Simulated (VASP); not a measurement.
A run of VASP 6.6.1 is set up as follows.

INCAR

```
PREC = Accurate ; ENCUT = 520
EDIFF = 1E-7 ; ISMEAR = 0
SIGMA = 0.01 ; LREAL = F
LASPH = T ; NELM = 60
ALGO = Normal ; ISIF = 2
LWAVE = F ; LCHARG = F
GGA = PE ; NBANDS = 11
```

File KPOINTS:

```
regular mesh
0
Gamma
  8 8 8
```

POSCAR

```
BAs
1.0
    0.0000000000      2.3562190158      2.3562190158
    2.3562190158      0.0000000000      2.3562190158
    2.3562190158      2.3562190158      0.0000000000
B As
1 1
Direct
    0.0000000000      0.0000000000      0.0000000000
    0.2500000000      0.2500000000      0.2500000000
```

Potentials or basis: VASP PAW PBE potentials, release 64 (B, As).

Launch:

```console
$ cat potpaw_PBE.64/B/POTCAR potpaw_PBE.64/As/POTCAR > POTCAR
$ mpirun -np 1 vasp_std > vasp.out
```

Problem. Predict the pressure.

Solution. 9.9 GPa.

Problem. What does it give for the band gap on the k mesh?

Solution. 1.15 eV, indirect (least direct gap 3.33 eV).

A k mesh can miss the band edges. PBE gaps usually lie below the measured ones, often by a third to a half.
